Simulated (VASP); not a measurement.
# KNbMo3: single point with PBE

Crystal: KNbMo3.

```xyz
5
Lattice="4.3458 0.0000 0.0000 0.0000 4.3458 0.0000 0.0000 0.0000 4.4003" Properties=species:S:1:pos:R:3 pbc="T T T"
K     0.0000    0.0000    0.0000
Nb    2.1729    2.1729    2.2661
Mo    2.1729    2.1729    4.2903
Mo    0.0000    2.1729    2.1341
Mo    2.1729    0.0000    2.1341
```

```yaml
Program: VASP 6.6.1
Task: single point
Functional: PBE
Potentials_or_basis: VASP PAW PBE potentials, release 64 (K_sv, Nb_sv, Mo_sv)
Cutoff: 520 eV
k_mesh: 4 × 4 × 4
Occupations: gaussian, width 0.1 eV
Spin: no spin polarisation
Dipole_correction: no
Further_INCAR_settings: ALGO = Normal; EDIFF = 1e-07; NBANDS = 40
```

```json
{
 "Pressure": "64.5 GPa",
 "Largest force": "7.384 eV/Å",
 "Band gap on the k mesh": "zero (band 32 reaches 10.74 eV, above the bottom of band 33 at 9.84 eV)"
}
```

Forces on the atoms (eV/Å):
```
K    0.000  0.000 -0.376
Nb   0.000  0.000 -6.648
Mo   0.000  0.000  7.384
Mo   0.000  0.000 -0.180
Mo   0.000  0.000 -0.180
```

Stress tensor (GPa, compression positive):
```
63.88  0.00  0.00
 0.00 63.88  0.00
 0.00  0.00 65.80
```

Levels at points of the mesh, in eV from the Fermi level:
```
           k point  band 29  band 30  band 31  band 32  band 33  band 34  band 35  band 36
(0.00, 0.00, 0.00)    -2.22    -0.24    -0.19    -0.19     2.08     2.08     2.27     2.49
(0.50, 0.00, 0.00)    -1.46    -1.28    -0.84    -0.63     0.28     0.31     0.63     1.66
(0.50, 0.50, 0.00)    -1.23    -1.05    -0.97    -0.95     0.14     0.45     1.06     1.07
(0.00, 0.00, 0.50)    -1.51    -1.51    -0.90    -0.85     0.33     0.33     0.59     1.74
(0.50, 0.00, 0.50)    -1.28    -1.07    -0.95    -0.36    -0.23     0.34     1.01     1.07
(0.50, 0.50, 0.50)    -0.99    -0.99     0.52     0.67     0.77     0.96     0.96     1.71
```

Wall time 33 s on 1 thread of Oxide Virtual Turin-like Processor, on a shared host, peak memory 0.18 GiB.

Caveat: the k points lie up to 0.36 Å⁻¹ apart; forces of over 1 eV/Å act on the atoms, so gaps and moduli don't describe the material at rest.
